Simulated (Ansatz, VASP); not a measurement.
## One calculation of CdSe, two programs

The input INCAR:

```
  AGGAC = 1.0
  AGGAX = 1.0
  ALDAC = 0.0
  ALDAX = 1.0
  ALGO = Normal
  EDIFF = 1E-6
  EDIFFG = -0.02
  ENCUT = 600
  GGA = B5
  IBRION = 2
  ISIF = 3
  ISMEAR = -1
  LASPH = T
  LCHARG = F
  LREAL = F
  LWAVE = F
  NELM = 100
  NSW = 80
  PREC = Accurate
  SIGMA = 0.05
```

File KPOINTS:

```
k-points
0
Gamma
  8 8 8
```

POSCAR

```
CdSe
1.0
    0.0000000000      3.0702711986      3.0702711986
    3.0702711986      0.0000000000      3.0702711986
    3.0702711986      3.0702711986      0.0000000000
Cd Se
1 1
Direct
    0.0000000000      0.0000000000      0.0000000000
    0.2500000000      0.2500000000      0.2500000000
```

Contents of input.yaml:

```yaml
crystal:
  lattice:
    - [0.0, 3.0702711986, 3.0702711986]
    - [3.0702711986, 0.0, 3.0702711986]
    - [3.0702711986, 3.0702711986, 0.0]
  atoms:
    - { symbol: Cd, position: [0.0, 0.0, 0.0] }
    - { symbol: Se, position: [0.25, 0.25, 0.25] }
kpoints:
  mp_grid: { grid: [8, 8, 8] }
scf:
  occupations: { method: fermi_dirac, width: 0.05 }
hamiltonian:
  xc: blyp
  pseudopotentials: { kind: all_electron, lapw: { basis_error: 0.001 } }
output:
  forces: true
  stress: true
relax:
  f_tol: 0.02
  max_steps: 60
  cell: {}
```

Alike in both runs: task relaxation of cell and atoms; functional BLYP; k mesh 8 × 8 × 8; occupations fermi-dirac, width 0.05 eV; no spin polarisation.

```csv
,VASP,Ansatz
version,VASP 6.6.1,Ansatz 0.2.0
potentials or method,"VASP PAW PBE potentials, release 64 (Cd, Se), cutoff 600 eV","all-electron LAPW, scalar-relativistic"
```

```csv
,VASP,Ansatz,Ansatz less VASP
relaxed volume (Å³/atom),31.72,31.53,-0.186
relaxed cell length with the largest relative difference (Å),4.477,4.468,-0.0088
```

VASP's potentials were made for PBE, not for BLYP. Ansatz ran all-electron here, and VASP with PAW potentials.
